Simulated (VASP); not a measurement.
# Ag (Im-3m) in VASP: settings compared

The runs below take Ag through relaxation of cell and atoms, single point, with BLYP+D4, HSE06.

Everything below comes from runs of VASP 6.6.1. Logs are shortened: lines on timing, memory, paths and dates and some standing lists are left out, and cuts for length are marked.

## (1) The cell of the first run

The structure is cubic, space group Im-3m (No. 229). Conventional cell: a = 3.311 Å, b = 3.311 Å, c = 3.311 Å, α = 90.00°, β = 90.00°, γ = 90.00°. Ag (site symmetry m-3m) has 14 Ag at 2.87 to 3.31 Å within 3.8 Å.

## (2) Relaxation of cell and atoms, BLYP+D4

File INCAR:

```
PREC = Accurate
ENCUT = 600
EDIFF = 1E-7
ISMEAR = -1
SIGMA = 0.05
LREAL = False
LASPH = True
NELM = 60
ALGO = Normal
ISIF = 3
LWAVE = False
LCHARG = False
GGA = B5
ALDAX = 1.0
AGGAX = 1.0
AGGAC = 1.0
ALDAC = 0.0
IVDW = 13
VDW_S6 = 1.0
VDW_S8 = 2.34076671
VDW_A1 = 0.44488865
VDW_A2 = 4.0933009
IBRION = 2
NSW = 60
EDIFFG = -0.01
```

File KPOINTS:

```
regular mesh
0
Gamma
  11 11 11
```

File POSCAR:

```
Ag
1.0
   -1.6556540000      1.6556540000      1.6556540000
    1.6556540000     -1.6556540000      1.6556540000
    1.6556540000      1.6556540000     -1.6556540000
Ag
1
Direct
    0.0000000000      0.0000000000      0.0000000000
```

Potentials or basis: VASP PAW PBE potentials, release 64 (Ag).

Run with:

```bash
$ cat potpaw_PBE.64/Ag/POTCAR > POTCAR
$ mpirun -np 1 vasp_std > vasp.out
```

OUTCAR:

```text
PREC = Accurate
   ENCUT = 600
   EDIFF = 1E-7
   ISMEAR = -1
   LREAL = False
   LASPH = True
   NELM = 60
   ISIF = 3
   GGA = B5
   IVDW = 13
   IBRION = 2
   NSW = 60
   EDIFFG = -0.01

 ion  position               nearest neighbor table
   1  0.000  0.000  0.000-

  LATTYP: Found a body centered cubic cell.
 ALAT       =     3.3113080000

  Lattice vectors:

 A1 = (  -1.6556540000,   1.6556540000,   1.6556540000)
 A2 = (   1.6556540000,  -1.6556540000,   1.6556540000)
 A3 = (   1.6556540000,   1.6556540000,  -1.6556540000)

Analysis of symmetry for initial positions (statically):
=====================================================================
 Subroutine PRICEL returns:
 Original cell was already a primitive cell.

 Routine SETGRP: Setting up the symmetry group for a
 body centered cubic supercell.

 Subroutine GETGRP returns: Found 48 space group operations
[... 9 lines left out ...]

 Routine SETGRP: Setting up the symmetry group for a
 body centered cubic supercell.

 Subroutine GETGRP returns: Found 48 space group operations
[... 11 lines left out ...]
                                     Primitive cell

  volume of cell :      18.1538

  direct lattice vectors                    reciprocal lattice vectors
    -1.655654000  1.655654000  1.655654000     0.000000000  0.301995465  0.301995465
     1.655654000 -1.655654000  1.655654000     0.301995465  0.000000000  0.301995465
     1.655654000  1.655654000 -1.655654000     0.301995465  0.301995465  0.000000000

  length of vectors
     2.867676848  2.867676848  2.867676848     0.427086083  0.427086083  0.427086083

  position of ions in fractional coordinates (direct lattice)
     0.000000000  0.000000000  0.000000000

  ion indices of the primitive-cell ions
   primitive index   ion index
                 1           1

----------------------------------------------------------------------------------------

 KPOINTS: regular mesh

Automatic generation of k-mesh.
 Grid dimensions read from file:
 generate k-points for:   11   11   11

 Generating k-lattice:

  Cartesian coordinates                     Fractional coordinates (reciprocal lattice)
     0.000000000  0.027454133  0.027454133     0.090909091  0.000000000  0.000000000
     0.027454133  0.000000000  0.027454133     0.000000000  0.090909091  0.000000000
     0.027454133  0.027454133  0.000000000     0.000000000  0.000000000  0.090909091

  Length of vectors
     0.038826008  0.038826008  0.038826008

  Shift w.r.t. Gamma in fractional coordinates (k-lattice)
[... 40 lines left out ...]
   NGX,Y,Z   is equivalent  to a cutoff of  13.91, 13.91, 13.91 a.u.
   NGXF,Y,Z  is equivalent  to a cutoff of  27.83, 27.83, 27.83 a.u.
 SYSTEM =  unknown system
   PREC   = accura    normal or accurate (medium, high low for compatibility)
   ISTART =      0    job   : 0-new  1-cont  2-samecut
   ICHARG =      2    charge: 1-file 2-atom 10-const
   ISPIN  =      1    spin polarized calculation?
   LNONCOLLINEAR =      F non collinear calculations
   LSORBIT =      F    spin-orbit coupling
   LASPH  =      T    aspherical Exc in radial PAW
   ENCUT  =  600.0 eV  44.10 Ry    6.64 a.u.   5.73  5.73  5.73*2*pi/ulx,y,z
   NELM   =     60;   NELMIN=  2; NELMDL= -5     # of ELM steps
   EDIFF  = 0.1E-06   stopping-criterion for ELM
   LREAL  =      F    real-space projection
   EDIFFG = -.1E-01   stopping-criterion for IOM
   NSW    =     60    number of steps for IOM
   IBRION =      2    ionic relax: 0-MD 1-quasi-New 2-CG
   NFREE  =      1    steps in history (QN), initial steepest desc. (CG)
   ISIF   =      3    stress and relaxation
   ISYM   =      2    0-nonsym 1-usesym 2-fastsym
   POTIM  = 0.5000    time-step for ionic-motion
   TEBEG  =    0.0;   TEEND  =   0.0 temperature during run
   PSTRESS=    0.0 pullay stress
   NELECT =      11.0000    total number of electrons
   NUPDOWN=      -1.0000    fix difference up-down
   EMIN   =  10.00;   EMAX   =-10.00  energy-range for DOS
   EFERMI =   0.00;   METHOD = LEGACY
   ISMEAR =    -1;   SIGMA  =   0.05  broadening in eV -4-tet -1-fermi 0-gaus
   EFERMI_NEDOS =   21; number of points for ismear=-14 and -15
   IALGO  =     38    algorithm
   IMIX   =      4    mixing-type and parameters
     AMIX     =   0.40;   BMIX     =  1.00
     AMIX_MAG =   1.60;   BMIX_MAG =  1.00
  volume/ion in A,a.u.               =      18.15       122.51
  Fermi-wavevector in a.u.,A,eV,Ry     =   1.385318  2.617871 26.111022  1.919106
  Thomas-Fermi vector in A             =   2.509739
   LORBIT       =      0    0 simple, 1 ext, 2 COOP (PROOUT), +10 PAW based schemes
   GGA     = B5    functional components
   LHFCALC =     F    Hartree Fock is set to
   AEXX    =    0.0000 exact exchange contribution
   IVDW    =    13    specifies the selected vdW correction
   LEPSILON=     F    determine dielectric tensor
   LRPA    =     F    only Hartree local field effects (RPA)
 conjugate gradient relaxation of ions
 non-spin polarized calculation
  energy-cutoff  :      600.00
  volume of cell :       18.15
 maximum number of plane-waves:       621
   NGX = 11   NGY = 11   NGZ = 11

--------------------------------------- Ionic step        1  -------------------------------------------

 number of electron      11.0000001 magnetization

 Free energy of the ion-electron system (eV)
  ---------------------------------------------------
  ext. energy  EPLUGINS =         0.00000000
  ---------------------------------------------------
  free energy    TOTEN  =        -2.05597047 eV

  energy without entropy =       -2.05276335  energy(sigma->0) =       -2.05436691

------------------------ aborting loop because EDIFF is reached ----------------------------------------

  DFT-D4 for vdW energy calculation

  Edisp (eV):   -1.02688
[... 69 lines left out ...]
--------------------------------------- Ionic step        3  -------------------------------------------

 number of electron      11.0000004 magnetization

 Free energy of the ion-electron system (eV)
  ---------------------------------------------------
  ext. energy  EPLUGINS =         0.00000000
  ---------------------------------------------------
  free energy    TOTEN  =        -2.02912457 eV

  energy without entropy =       -2.02580531  energy(sigma->0) =       -2.02746494

 E-fermi :   8.5668     XC(G=0): -11.4539

 val. band max:        8.5402528949   @ k =  -0.3636   0.4545   0.0909
 cond. band min:       8.7859058644   @ k =  -0.4545   0.4545   0.0909
 fundamental gap:      0.2456529695
 Fermi energy:         8.5668231151

 k-point     1 :       0.0000    0.0000    0.0000
  band No.  band energies     occupation
      1       1.0578      2.00000
      2       3.6329      2.00000
      3       3.6329      2.00000
      4       3.6329      2.00000
      5       4.9105      2.00000
      6       4.9105      2.00000
      7      26.6491      0.00000
      8      26.6491      0.00000
      9      26.6491      0.00000
[... 265 lines left out ...]
 k-point    24 :       0.3636    0.1818    0.0909
  band No.  band energies     occupation
      1       2.8105      2.00000
      2       3.0913      2.00000
      3       4.3601      2.00000
      4       4.9497      2.00000
      5       5.0637      2.00000
      6      11.3957      0.00000
      7      12.8057      0.00000
      8      17.3204      0.00000
      9      19.8844      0.00000

 [... further k-points ...]

------------------------ aborting loop because EDIFF is reached ----------------------------------------

  DFT-D4 for vdW energy calculation

  Edisp (eV):   -1.05920
[... 24 lines left out ...]
  FREE ENERGIE OF THE ION-ELECTRON SYSTEM (eV)
  ---------------------------------------------------
  free  energy   TOTEN  =        -3.0883281193 eV

  energy  without entropy=       -3.0850088610  energy(sigma->0) =       -3.08666849

 reached required accuracy - stopping structural energy minimisation
```

OSZICAR:

```text
N       E                     dE             d eps       ncg     rms          rms(c)
DAV:   1     0.508082882876E+02    0.50808E+02   -0.61858E+03  1024   0.123E+03
DAV:   2    -0.188631172042E+01   -0.52695E+02   -0.51229E+02  1049   0.223E+02
DAV:   3    -0.229984638174E+01   -0.41353E+00   -0.41254E+00  1139   0.243E+01
[... 22 lines left out ...]
DAV:   3    -0.202939230449E+01    0.10345E-02   -0.26729E-03  1058   0.532E-01    0.275E-01
DAV:   4    -0.202912315665E+01    0.26915E-03   -0.33821E-04  1069   0.174E-01    0.106E-02
DAV:   5    -0.202912369128E+01   -0.53463E-06   -0.97577E-06  1041   0.320E-02    0.467E-03
DAV:   6    -0.202912458487E+01   -0.89359E-06   -0.63477E-07  1069   0.727E-03    0.454E-04
DAV:   7    -0.202912457032E+01    0.14554E-07   -0.27775E-09   545   0.572E-04
   3 F= -.30883281E+01 E0= -.30866685E+01  d E =-.548224E-02
```

It took 51 s on 1 thread of Intel Xeon 8259CL, shared host; peak memory 0.15 GiB.

Results:

```
Free energy                            : -3.0883 eV
Relaxed volume                         : 17.58 Å³/atom
Relaxed cell                           : a = 2.837 Å, b = 2.837 Å, c = 2.837 Å, α = 109.47°, β = 109.47°, γ = 109.47°
Space group after relaxing (to 0.05 Å) : Im-3m (No. 229)
Energy gained by relaxing              : 5.5 meV/atom
Ionic steps                            : 3
Pressure after relaxing                : 0.0 GPa
Dispersion energy per atom             : -1.059 eV
```

The path:
```tsv
step	energy change (eV)	largest force (eV/Å)	pressure (GPa)	volume (Å³)
1	0.0000	0.0000	-2.95	18.15
2	-0.0040	0.0000	1.71	17.29
3	-0.0055	0.0000	-0.01	17.58
```

Final structure:
```cif
data_structure
_symmetry_space_group_name_H-M 'P 1'
_symmetry_Int_Tables_number 1
_cell_length_a 2.8370
_cell_length_b 2.8370
_cell_length_c 2.8370
_cell_angle_alpha 109.471
_cell_angle_beta 109.471
_cell_angle_gamma 109.471
_cell_volume 17.58
loop_
_atom_site_label
_atom_site_type_symbol
_atom_site_fract_x
_atom_site_fract_y
_atom_site_fract_z
_atom_site_occupancy
Ag1 Ag 0.00000 0.00000 0.00000 1
```

Levels at points of the mesh, in eV from the Fermi level:
```tsv
k point	band 3	band 4	band 5	band 6	band 7	band 8	band 9
(0.00, 0.00, 0.00)	-4.93	-4.93	-3.66	-3.66	18.08	18.08	18.08
```

Caveat: the PAW data sets were made with another functional, which shifts forces and pressure a little; pairwise dispersion overbinds metals, which lowers pressure and volume.

## (3) Single point, HSE06

This run uses another cell than the first one, of 17.06 Å³/atom, 0.940 times its volume.

File POSCAR:

```
Ag
1.0
   -1.6218556592      1.6218556592      1.6218556592
    1.6218556592     -1.6218556592      1.6218556592
    1.6218556592      1.6218556592     -1.6218556592
Ag
1
Direct
    0.0000000000      0.0000000000      0.0000000000
```

File INCAR.step1:

```
ALGO     = Normal         # electronic algorithm
EDIFF    = 1E-5           # SCF threshold, eV
ENCUT    = 520            # plane-wave cutoff, eV
GGA      = PE             # functional
ISIF     = 2              # what is computed and relaxed
ISMEAR   = -1             # smearing method
LASPH    = True           # aspherical terms in the spheres
LCHARG   = False          # write CHGCAR
LREAL    = False          # projectors in reciprocal space
LWAVE    = True           # write WAVECAR
NBANDS   = 12             # bands
NELM     = 80             # most SCF steps
PREC     = Accurate       # precision mode
SIGMA    = 0.05           # smearing width, eV
```

File INCAR.step2:

```
ALGO     = Normal         # electronic algorithm
EDIFF    = 1E-7           # SCF threshold, eV
ENCUT    = 520            # plane-wave cutoff, eV
GGA      = PE             # functional
HFSCREEN = 0.2079         # screening, 1/A
ISIF     = 2              # what is computed and relaxed
ISMEAR   = -1             # smearing method
ISTART   = 1            
LASPH    = True           # aspherical terms in the spheres
LCHARG   = False          # write CHGCAR
LHFCALC  = True           # exact exchange
LREAL    = False          # projectors in reciprocal space
LWAVE    = False          # write WAVECAR
NBANDS   = 12             # bands
NELM     = 80             # most SCF steps
PREC     = Accurate       # precision mode
PRECFOCK = Normal       
SIGMA    = 0.05           # smearing width, eV
```

File KPOINTS:

```
k-points
0
Gamma
  6 6 6
```

Potentials or basis: VASP PAW PBE potentials, release 64 (Ag).

Run with:

```bash
$ cat potpaw_PBE.64/Ag/POTCAR > POTCAR
$ cp INCAR.step1 INCAR
$ mpirun -np 1 vasp_std > vasp.out
$ cp INCAR.step2 INCAR
$ mpirun -np 1 vasp_std > vasp.out
```

OUTCAR:

```text
EDIFF = 1E-7
   ENCUT = 520
   GGA = PE
   HFSCREEN = 0.2079
   ISIF = 2
   ISMEAR = -1
   ISTART = 1
   LASPH = True
   LHFCALC = True
   LREAL = False
   NELM = 80
   PREC = Accurate
   PRECFOCK = Normal

 ion  position               nearest neighbor table
   1  0.000  0.000  0.000-

  LATTYP: Found a body centered cubic cell.
 ALAT       =     3.2437113184

  Lattice vectors:

 A1 = (  -1.6218556592,   1.6218556592,   1.6218556592)
 A2 = (   1.6218556592,  -1.6218556592,   1.6218556592)
 A3 = (   1.6218556592,   1.6218556592,  -1.6218556592)

Analysis of symmetry for initial positions (statically):
=====================================================================
 Subroutine PRICEL returns:
 Original cell was already a primitive cell.

 Routine SETGRP: Setting up the symmetry group for a
 body centered cubic supercell.

 Subroutine GETGRP returns: Found 48 space group operations
[... 9 lines left out ...]

 Routine SETGRP: Setting up the symmetry group for a
 body centered cubic supercell.

 Subroutine GETGRP returns: Found 48 space group operations
[... 11 lines left out ...]
                                     Primitive cell

  volume of cell :      17.0646

  direct lattice vectors                    reciprocal lattice vectors
    -1.621855659  1.621855659  1.621855659     0.000000000  0.308288840  0.308288840
     1.621855659 -1.621855659  1.621855659     0.308288840  0.000000000  0.308288840
     1.621855659  1.621855659 -1.621855659     0.308288840  0.308288840  0.000000000

  length of vectors
     2.809136404  2.809136404  2.809136404     0.435986259  0.435986259  0.435986259

  position of ions in fractional coordinates (direct lattice)
     0.000000000  0.000000000  0.000000000

  ion indices of the primitive-cell ions
   primitive index   ion index
                 1           1

[... 93 lines left out ...]
   NKREDZ  =     1    reduce k-point grid by
   AEXX    =    0.2500 exact exchange contribution
   HFSCREEN=    0.2079 screening length (either q_TF or 0.3 A-1)
   HFSCREENC=   0.2079 screening length for correlation (either q_TF or 0.3 A-1)
   ENCUTFOCK=  -1.0 apply spherical cutoff to Coloumb kernel
   IVDW    =     0    specifies the selected vdW correction
   LEPSILON=     F    determine dielectric tensor
   LRPA    =     F    only Hartree local field effects (RPA)
 non-spin polarized calculation
  energy-cutoff  :      520.00
  volume of cell :       17.06
 maximum number of plane-waves:       468
 NGX is ok and might be reduce to    24
  NGX = 16; NGY = 16; NGZ = 16

 number of electron      10.9999999 magnetization

 Free energy of the ion-electron system (eV)
  ---------------------------------------------------
  ext. energy  EPLUGINS =         0.00000000
  ---------------------------------------------------
  free energy    TOTEN  =        -2.70308581 eV

  energy without entropy =       -2.68888873  energy(sigma->0) =       -2.69598727

 E-fermi :   8.4032     XC(G=0):  -9.9537

 val. band max:        8.2221125205   @ k =   0.5000   0.0000   0.0000
 cond. band min:       8.4418970717   @ k =   0.3333   0.1667  -0.0000
 fundamental gap:      0.2197845512
 Fermi energy:         8.4032325005

 k-point     1 :       0.0000    0.0000    0.0000
  band No.  band energies     occupation
      1      -0.3956      2.00000
      2       1.9909      2.00000
      3       1.9909      2.00000
      4       1.9909      2.00000
      5       3.3705      2.00000
      6       3.3705      2.00000
      7      27.2584      0.00000
      8      27.2584      0.00000
      9      27.2584      0.00000
     10      33.7689      0.00000
     11      33.7699      0.00000
     12      34.1517      0.00000
[... 211 lines left out ...]
 k-point    16 :       0.5000    0.5000    0.5000
  band No.  band energies     occupation
      1       0.4531      2.00000
      2       0.4531      2.00000
      3       4.2851      2.00000
      4       4.2851      2.00000
      5       4.2851      2.00000
      6      15.9595      0.00000
      7      15.9595      0.00000
      8      15.9595      0.00000
      9      22.5444      0.00000
     10      22.6960      0.00000
     11      22.6960      0.00000
     12      36.7298      0.00000

------------------------ aborting loop because EDIFF is reached ----------------------------------------

  FORCE on cell =-STRESS in cart. coord.  units (eV):
  Direction    XX          YY          ZZ          XY          YZ          ZX
  --------------------------------------------------------------------------------------
  -------------------------------------------------------------------------------------
  Total        0.5068188      0.5068188      0.5068188      0.0000000      0.0000000     -0.0000000
  in kB       47.5846350     47.5846350     47.5846350      0.0000000      0.0000000     -0.0000000
  external PRESSURE =      47.5846350 kB  Pullay stress =       0.0000000 kB

 VOLUME and BASIS-vectors are now :
 -----------------------------------------------------------------------------
  energy-cutoff  :      520.00
  volume of cell :       17.06
      direct lattice vectors                 reciprocal lattice vectors
    -1.621855659  1.621855659  1.621855659     0.000000000  0.308288840  0.308288840
     1.621855659 -1.621855659  1.621855659     0.308288840  0.000000000  0.308288840
     1.621855659  1.621855659 -1.621855659     0.308288840  0.308288840  0.000000000

 POSITION                                       TOTAL-FORCE (eV/Angst)
 -----------------------------------------------------------------------------------
      0.00000      0.00000      0.00000         0.000000     -0.000000      0.000000
 -----------------------------------------------------------------------------------
    total drift:                               -0.000000     -0.000002     -0.000004

  FREE ENERGIE OF THE ION-ELECTRON SYSTEM (eV)
  ---------------------------------------------------
  free  energy   TOTEN  =        -2.7030858052 eV

  energy  without entropy=       -2.6888887271  energy(sigma->0) =       -2.69598727
```

OUTCAR.step1:

```text
EDIFF = 1E-5
   ENCUT = 520
   GGA = PE
   ISIF = 2
   ISMEAR = -1
   LASPH = True
[... 444 lines left out ...]

 POSITION                                       TOTAL-FORCE (eV/Angst)
 -----------------------------------------------------------------------------------
      0.00000      0.00000      0.00000         0.000000      0.000000     -0.000000
 -----------------------------------------------------------------------------------
    total drift:                                0.000000      0.000000     -0.000000

  FREE ENERGIE OF THE ION-ELECTRON SYSTEM (eV)
  ---------------------------------------------------
  free  energy   TOTEN  =        -2.5850455600 eV

  energy  without entropy=       -2.5710770698  energy(sigma->0) =       -2.57806131
```

It took 14 min on 1 thread of Intel Xeon 8259CL, shared host; peak memory 0.25 GiB.

Results:

```yaml
Free_energy: -2.7031 eV
Pressure: 4.8 GPa
```

Caveat: the k points lie up to 0.46 Å⁻¹ apart; the PAW data sets were made with another functional, which shifts forces and pressure a little.

(Continued in part 2 of 2.)
